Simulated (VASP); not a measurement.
# Cl in VASP: a series of runs, part 2 of 2

VASP 6.6.1. The steps go on from the part before.

## 3. Single point, PBE+D3(BJ)

Contents of INCAR:

```
SYSTEM = Cl
PREC     = Accurate       ! precision mode
ENCUT    = 520            ! plane-wave cutoff, eV
EDIFF    = 1E-7           ! SCF threshold, eV
ISMEAR   = -1             ! smearing method
SIGMA    = 0.02           ! smearing width, eV
LREAL    = Auto         
LASPH    = .True.         ! aspherical terms in the spheres
NELM     = 100            ! most SCF steps
ALGO     = Normal         ! electronic algorithm
ISIF     = 2              ! what is computed and relaxed
LWAVE    = .False.        ! write WAVECAR
LCHARG   = .False.        ! write CHGCAR
GGA      = PE             ! functional
IVDW     = 12             ! dispersion correction
NBANDS   = 70             ! bands
```

Contents of KPOINTS:

```
Automatic mesh
0
Gamma
  1 1 1
  0 0 0
```

Contents of POSCAR:

```
Cl
1.0
    7.8297350000      0.0000000000      0.0000000000
    0.0000000000      7.8297350000      0.0000000000
    0.0000000000      0.0000000000      7.8297350000
Cl
16
Direct
    0.3396538963      0.6394086134      0.3593735931
    0.3015555443      0.5784997832     -0.0268846902
    0.0893899985      1.0541097496      0.8728903341
    0.2585144963      1.1511117554      0.6329460703
    0.6126005542     -0.0543696562      0.5456378792
    0.6332781378     -0.0808328762      0.2936625569
    0.9409002987      0.5249730674      0.2679528745
    0.9485250778      0.5533776047      0.6277223942
    0.9511433018      0.5742978530      1.0041336009
    0.6012464023      0.5685249884      0.9821788349
    0.3437153365      0.1980271363      0.3889659101
    0.1601203617      0.0812543464      0.1349215523
    0.3231271556      0.5937876569      0.6155763892
    0.6954130631      0.5514362874      0.5957034306
    0.6152187782     -0.0574221222      0.9379500072
    0.6668935794      0.1909132301      0.9556772994
```

Potentials or basis: VASP PAW PBE potentials, release 64 (Cl).

Command:

```console
$ cat potpaw_PBE.64/Cl/POTCAR > POTCAR
$ mpirun -np 1 vasp_gam > vasp.out
```

OUTCAR:

```text
SYSTEM = Cl
   PREC = Accurate
   ENCUT = 520
   EDIFF = 1E-7
   ISMEAR = -1
   LREAL = Auto
   LASPH = .True.
   NELM = 100
   ISIF = 2
   GGA = PE
   IVDW = 12
 IVDW          = 12

 ion  position               nearest neighbor table
   1  0.340  0.639  0.359-  13 2.04
   2  0.302  0.578  0.973-  10 2.35
   3  0.089  0.054  0.873-  12 2.14   4 2.42
   4  0.259  0.151  0.633-  11 2.06   3 2.42
   5  0.613  0.946  0.546-   6 1.99
   6  0.633  0.919  0.294-   5 1.99
   7  0.941  0.525  0.268-   9 2.10
   8  0.949  0.553  0.628-  14 2.00
   9  0.951  0.574  0.004-   7 2.10
  10  0.601  0.569  0.982-   2 2.35
  11  0.344  0.198  0.389-   4 2.06  12 2.62
  12  0.160  0.081  0.135-   3 2.14  11 2.62
  13  0.323  0.594  0.616-   1 2.04
  14  0.695  0.551  0.596-   8 2.00
  15  0.615  0.943  0.938-  16 1.99
  16  0.667  0.191  0.956-  15 1.99

  LATTYP: Found a simple cubic cell.
 ALAT       =     7.8297350000

  Lattice vectors:

 A1 = (   7.8297350000,   0.0000000000,   0.0000000000)
 A2 = (   0.0000000000,   7.8297350000,   0.0000000000)
 A3 = (   0.0000000000,   0.0000000000,   7.8297350000)

Analysis of symmetry for initial positions (statically):
=====================================================================
 Subroutine PRICEL returns:
 Original cell was already a primitive cell.

 Routine SETGRP: Setting up the symmetry group for a
 simple cubic supercell.

 Subroutine GETGRP returns: Found  1 space group operations
 (whereof  1 operations were pure point group operations)
 out of a pool of 48 trial point group operations.

The static configuration has the point symmetry C_1 .

Analysis of symmetry for dynamics (positions and initial velocities):
=====================================================================
[... 135 lines left out ...]
  volume/ion in A,a.u.               =      30.00       202.45
  Fermi-wavevector in a.u.,A,eV,Ry     =   1.007861  1.904580 13.820565  1.015783
  Thomas-Fermi vector in A             =   2.140692
   LORBIT       =      0    0 simple, 1 ext, 2 COOP (PROOUT), +10 PAW based schemes
   GGA     = PE    functional components
   LHFCALC =     F    Hartree Fock is set to
   AEXX    =    0.0000 exact exchange contribution
   IVDW    =    12    specifies the selected vdW correction
   LEPSILON=     F    determine dielectric tensor
   LRPA    =     F    only Hartree local field effects (RPA)
 non-spin polarized calculation
  energy-cutoff  :      520.00
  volume of cell :      480.00
 maximum number of plane-waves:      6483
 NGX is ok and might be reduce to    60
   NGX = 29   NGY = 29   NGZ = 29

 number of electron     111.9999995 magnetization

 Free energy of the ion-electron system (eV)
  ---------------------------------------------------
  ext. energy  EPLUGINS =         0.00000000
  ---------------------------------------------------
  free energy    TOTEN  =       -30.69441387 eV

  energy without entropy =      -30.69441387  energy(sigma->0) =      -30.69441387

 E-fermi :   0.1967     XC(G=0):  -7.4601

 val. band max:       -0.2911782106   @ k =   0.0000   0.0000   0.0000
 cond. band min:       0.7637692226   @ k =   0.0000   0.0000   0.0000
 fundamental gap:      1.0549474333
 Fermi energy:         0.1967364038

 k-point     1 :       0.0000    0.0000    0.0000
  band No.  band energies     occupation
      1     -17.9387      2.00000
      2     -17.4951      2.00000
      3     -17.4315      2.00000
      4     -17.1732      2.00000
      5     -17.0426      2.00000
      6     -16.6661      2.00000
[... 60 lines left out ...]
     67       7.3336      0.00000
     68       7.6336      0.00000
 [bands above 68 left out]

------------------------ aborting loop because EDIFF is reached ----------------------------------------

 Edisp (eV)   -2.30534

 E8    (eV) :    -0.7647

  FORCE on cell =-STRESS in cart. coord.  units (eV):
  Direction    XX          YY          ZZ          XY          YZ          ZX
  --------------------------------------------------------------------------------------
  -------------------------------------------------------------------------------------
  Total      -5.98244     2.88809    -4.19276     0.07690    -0.76451    -1.19285
  in kB     -19.96862     9.64007   -13.99488     0.25669    -2.55182    -3.98157
  external pressure =       -8.11 kB  Pullay stress =        0.00 kB

 VOLUME and BASIS-vectors are now :
 -----------------------------------------------------------------------------
  energy-cutoff  :      520.00
  volume of cell :      480.00
      direct lattice vectors                 reciprocal lattice vectors
     7.829735000  0.000000000  0.000000000     0.127718243  0.000000000  0.000000000
     0.000000000  7.829735000  0.000000000     0.000000000  0.127718243  0.000000000
     0.000000000  0.000000000  7.829735000     0.000000000  0.000000000  0.127718243

 POSITION                                       TOTAL-FORCE (eV/Angst)
 -----------------------------------------------------------------------------------
      2.65940      5.00640      2.81380        -0.331426     -0.216310     -0.663562
      2.36110      4.52950      7.61924         0.795924      0.018911      0.498868
      0.69990      0.42367      6.83450        -0.200260     -0.272039      0.792205
      2.02410      1.18317      4.95580        -0.034046      0.106374     -0.090835
      4.79650      7.40403      4.27220         0.285036      0.110053      1.325878
      4.95840      7.19684      2.29930         0.319732      0.043454     -1.134784
[... 8 lines left out ...]
      4.81700      7.38014      7.34390         0.096994     -1.247733     -0.114716
      5.22160      1.49480      7.48270        -0.312328      1.313734      0.039034
 -----------------------------------------------------------------------------------
    total drift:                               -0.000514      0.000773      0.001602

  FREE ENERGIE OF THE ION-ELECTRON SYSTEM (eV)
  ---------------------------------------------------
  free  energy   TOTEN  =       -32.9997529901 eV

  energy  without entropy=      -32.9997529901  energy(sigma->0) =      -32.99975299
```

stdout:

```text
POSCAR found type information on POSCAR Cl
 POSCAR found :  1 types and      16 ions
 scaLAPACK will be used
 LDA part: xc-table for (Slater+PW92), standard interpolation
 POSCAR, INCAR and KPOINTS ok, starting setup
 FFT: planning ... GRIDC
 FFT: planning ... GRID_SOFT
 FFT: planning ... GRID
 WAVECAR not read
 entering main loop
```

It took 91 s on 1 thread of Intel Xeon Platinum 8488C (Sapphire Rapids), shared host; peak memory 0.41 GiB.

Results:

```
Free energy                : -32.9998 eV
Pressure                   : -0.8 GPa
Largest force              : 1.402 eV/Å
Dispersion energy per atom : -0.144 eV
```

Forces in eV/Å, atoms in the order of the input:
```
Cl  -0.331 -0.216 -0.664
Cl   0.796  0.019  0.499
Cl  -0.200 -0.272  0.792
Cl  -0.034  0.106 -0.091
Cl   0.285  0.110  1.326
Cl   0.320  0.043 -1.135
Cl   0.389  0.333  0.095
Cl   1.233  0.069 -0.295
Cl  -0.330 -0.386 -0.364
Cl  -0.389  0.228  0.079
Cl  -0.361  0.105 -0.103
Cl   0.146  0.241 -0.621
Cl   0.064 -0.202  0.408
Cl  -1.373 -0.245  0.148
Cl   0.097 -1.248 -0.115
Cl  -0.312  1.314  0.039
```

Caveat: the k points lie up to 0.80 Å⁻¹ apart, too coarse for converged energies, forces and pressures; the atoms stand as in a frame of molecular dynamics.
